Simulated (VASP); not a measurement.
## GeSb4Te7: single point with PBE

GeSb4Te7:

```
Ge Sb Te
1.0
     4.23752    0.00000    0.00000
    -2.11876    3.66980    0.00000
     0.00000    0.00000   23.16529
Ge Sb Te
1 4 7
Direct
  0.00000 0.00000 0.50000
  0.66667 0.33333 0.91523
  0.33333 0.66667 0.34306
  0.33333 0.66667 0.08477
  0.66667 0.33333 0.65694
  0.33333 0.66667 0.84082
  0.66667 0.33333 0.15918
  0.00000 0.00000 0.73114
  0.66667 0.33333 0.42860
  0.33333 0.66667 0.57140
  0.00000 0.00000 0.00000
  0.00000 0.00000 0.26886
```

| Quantity | Value |
| --- | --- |
| Program | VASP 6.6.1 |
| Task | single point |
| Functional | PBE |
| Potentials or basis | VASP PAW PBE potentials, release 64 (Ge_d, Sb, Te) |
| Cutoff | 520 eV |
| k mesh | 9 × 9 × 2 |
| Occupations | gaussian, width 0.02 eV |
| Spin | no spin polarisation |
| Dipole correction | no |
| Further INCAR settings | ALGO = Normal; EDIFF = 1e-07; NBANDS = 50 |

* Pressure: 3.3 GPa
* Largest force: 0.024 eV/Å
* Band gap on the k mesh: zero (filled and empty bands touch)

Forces in eV/Å, atoms in the order of the input:
```
Ge   0.000  0.000  0.000
Sb   0.000  0.000  0.024
Sb   0.000  0.000  0.023
Sb   0.000  0.000 -0.024
Sb   0.000  0.000 -0.023
Te   0.000  0.000 -0.024
Te   0.000  0.000  0.024
Te   0.000  0.000  0.024
Te   0.000  0.000 -0.009
Te   0.000  0.000  0.009
Te   0.000  0.000  0.000
Te   0.000  0.000 -0.024
```

Levels at points of the mesh, in eV from the Fermi level:
```
           k point  band 34  band 35  band 36  band 37  band 38  band 39  band 40  band 41  band 42  band 43
(0.00, 0.00, 0.00)    -1.51    -1.42    -1.37    -0.46    -0.21     0.16     0.16     0.19     0.19     0.39
(0.00, 0.00, 0.50)    -1.45    -1.45    -1.19    -0.54     0.00     0.00     0.02     0.04     0.47     0.47
```

Run time: 34 min on 1 thread of Intel Xeon 8259CL (shared host), peak memory 0.69 GiB.

Caveat: the cell stands under pressure; spin-orbit coupling is left out, which moves the levels of the heavy elements.
